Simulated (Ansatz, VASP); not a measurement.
## Two plane-wave programs on AlCu3

```
CELL_PARAMETERS angstrom
3.64182 0.00000 0.00000
0.00000 3.64182 0.00000
0.00000 0.00000 3.64182
ATOMIC_POSITIONS crystal
Al 0.01563 0.00000 0.00000
Cu 0.50904 0.50000 0.00000
Cu 0.50904 0.00000 0.50000
Cu 0.97529 0.50000 0.50000
```

Change from the starting cell: mode 7 (199.8 1/cm) frozen in, largest displacement +0.090 Å.

Alike in both runs: task single point; functional r2SCAN; k mesh 14 × 14 × 14; occupations gaussian, width 0.15 eV; no spin polarisation.

|  | VASP | Ansatz |
| --- | --- | --- |
| version | VASP 6.6.1 | Ansatz 0.2.0 |
| potentials or method | VASP PAW PBE potentials, release 64 (Al, Cu), cutoff 520 eV | scalar-relativistic, plane waves, PAW |
| valence electrons in the cell | 36 | 60 |

Ansatz gave:

```
gap on the k mesh at the Fermi level (eV)                     : none
pressure (GPa)                                                : 0.7
traceless stress, the component that is largest in VASP (GPa) : 0.01
rms of the force components (eV/Å)                            : 0.283
```

Question: What did VASP give for the same quantities?

Answer: gap on the k mesh at the Fermi level (eV): none; pressure (GPa): 1.0; traceless stress, the component that is largest in VASP (GPa): -0.12; rms of the force components (eV/Å): 0.282.

VASP's potentials were made for PBE, not for r2SCAN. Atom by atom the forces differ by 0.002 eV/Å (rms over components). A gap of «none» marks a metal or a gap that the smearing closes. With one functional, cell and mesh, what is left measures potentials, basis and numerics. VASP's potentials hold 36 valence electrons a cell and Ansatz's 60, so a difference there can come from the potentials and not from the codes.
